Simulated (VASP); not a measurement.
The system is CdS.

```
CELL_PARAMETERS angstrom
0.00000 2.71603 2.71603
2.71603 0.00000 2.71603
2.71603 2.71603 0.00000
ATOMIC_POSITIONS crystal
Cd 0.00000 0.00000 0.00000
S 0.50000 0.50000 0.50000
```

Base run:

| Quantity | Value |
| --- | --- |
| Program | VASP 6.6.1 |
| Functional | PBEsol |
| Potentials or basis | VASP PAW PBE potentials, release 64 (Cd_sv_GW, S) |
| Cutoff | 540 eV |
| k mesh | 8 × 8 × 8 |
| Occupations | fermi-dirac, width 0.05 eV |
| Spin | no spin polarisation |

Its results: pressure -2.7 GPa.

Q: The run is repeated on the same cell with these changes: potentials or basis from VASP PAW PBE potentials, release 64 (Cd_sv_GW, S) to VASP PAW PBE potentials, release 64 (Cd, S); cutoff from 540 eV to 520 eV; further incar settings from ALGO = Normal; EDIFF = 1e-06; NBANDS = 20 to ALGO = Normal; EDIFF = 1e-06; NBANDS = 16; valence electrons from 26 to 18. What comes out?

A: Pressure -1.0 GPa.

Caveats: the PAW data sets were made with another functional, which shifts forces and pressure a little.
